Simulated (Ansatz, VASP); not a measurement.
One calculation of Mn, two programs

```
Mn
1.0
    -1.39945    1.39945    1.39945
     1.39945   -1.39945    1.39945
     1.39945    1.39945   -1.39945
Mn
1
Direct
  0.00000 0.00000 0.00000
```

Alike in both runs: functional revPBE; k mesh 15 × 15 × 15; occupations fermi-dirac, width 0.1 eV; no spin polarisation.

Ansatz relaxed the structure, and its values are those at the end. VASP's run is a single point on that final structure, the one shown.

```csv
,VASP,Ansatz
version,VASP 6.6.1,Ansatz 0.2.0
potentials or method,"VASP PAW PBE potentials, release 64 (Mn_pv), cutoff 520 eV","plane waves (420 eV) with PAW, scalar-relativistic"
valence electrons in the cell,13,15
```

```tsv
	VASP	Ansatz	Ansatz less VASP
pressure (GPa)	0.0	0.0	-0.04
```

VASP's potentials were made for PBE, not for revPBE. The functional is the same, so the differences come from potentials, cutoffs and numerics. VASP's potentials hold 13 valence electrons a cell and Ansatz's 15, so a difference there can come from the potentials and not from the codes.
